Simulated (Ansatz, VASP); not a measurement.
One calculation of TaSi2, two programs

```
CELL_PARAMETERS angstrom
-1.64183 1.64183 4.10600
1.64183 -1.64183 4.10600
1.64183 1.64183 -4.10600
ATOMIC_POSITIONS crystal
Ta 0.00000 0.00000 0.00000
Si 0.33176 0.33176 0.00000
Si 0.66824 0.66824 0.00000
```

Alike in both runs: functional PBE; k mesh 16 × 16 × 16; occupations gaussian, width 0.1 eV; no spin polarisation.

Ansatz relaxed the structure, and its values are those at the end. VASP's run is a single point on that final structure, the one shown.

|  | VASP | Ansatz |
| --- | --- | --- |
| version | VASP 6.6.1 | Ansatz 0.2.0 |
| potentials or method | VASP PAW PBE potentials, release 64 (Ta_pv, Si), cutoff 520 eV | scalar-relativistic, plane waves, PAW |
| valence electrons in the cell | 19 | 21 |

```tsv
	VASP	Ansatz	Ansatz less VASP
gap on the k mesh at the Fermi level (eV)	none	none	-
pressure (GPa)	0.1	0.0	-0.08
```

A gap of «none» marks a metal or a gap that the smearing closes. VASP's potentials hold 19 valence electrons a cell and Ansatz's 21, so a difference there can come from the potentials and not from the codes.

Neither program's run includes spin-orbit coupling.
